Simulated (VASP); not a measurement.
The system is BAs.

```
B As
1.0
     0.00000    2.39187    2.39187
     2.39187    0.00000    2.39187
     2.39187    2.39187    0.00000
B As
1 1
Direct
  0.00000 0.00000 0.00000
  0.25000 0.25000 0.25000
```

Base run:

- Program: VASP 6.6.1
- Functional: HSE06
- Potentials or basis: VASP PAW PBE potentials, release 64 (B, As)
- Cutoff: 520 eV
- k mesh: 6 × 6 × 6
- Occupations: gaussian, width 0.01 eV
- Spin: no spin polarisation

Its results: band gap on the k mesh 1.95 eV, indirect (least direct gap 4.11 eV); pressure -1.2 GPa.

**Question.** The run is repeated on the same cell with these changes: functional from HSE06 to r2SCAN; k mesh from 6 × 6 × 6 to 8 × 8 × 8. What comes out?

**Answer.** Band gap on the k mesh 1.39 eV, indirect (least direct gap 3.44 eV); pressure 0.3 GPa.

Several settings changed at once, so the effect can't be laid on one alone.

Caveats: the PAW data sets were made with another functional, which shifts forces and pressure a little.

A k mesh can miss the band edges.
